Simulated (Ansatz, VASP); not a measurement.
# Two plane-wave programs on Rb

```
Rb
1.0
     0.00000    3.28901    3.28901
     3.28901    0.00000    3.28901
     3.28901    3.28901    0.00000
Rb
1
Direct
  0.00000 0.00000 0.00000
```

Change from the starting cell: volume scaled by 0.78, PAW files.

Alike in both runs: task single point; functional PBE; k mesh 10 × 10 × 10; occupations fermi-dirac, width 0.08 eV; no spin polarisation.

|  | VASP | Ansatz |
| --- | --- | --- |
| version | VASP 6.6.1 | Ansatz 0.2.0 |
| potentials or method | VASP PAW PBE potentials, release 64 (Rb_sv) | PAW with Ansatz's default frozen-core files, scalar-relativistic |
| plane-wave cutoff (eV) | 520 | 420 |
| valence electrons in the cell | 9 | 9 |

```csv
,VASP,Ansatz,Ansatz less VASP
pressure (GPa),1.1,1.1,0.00
```
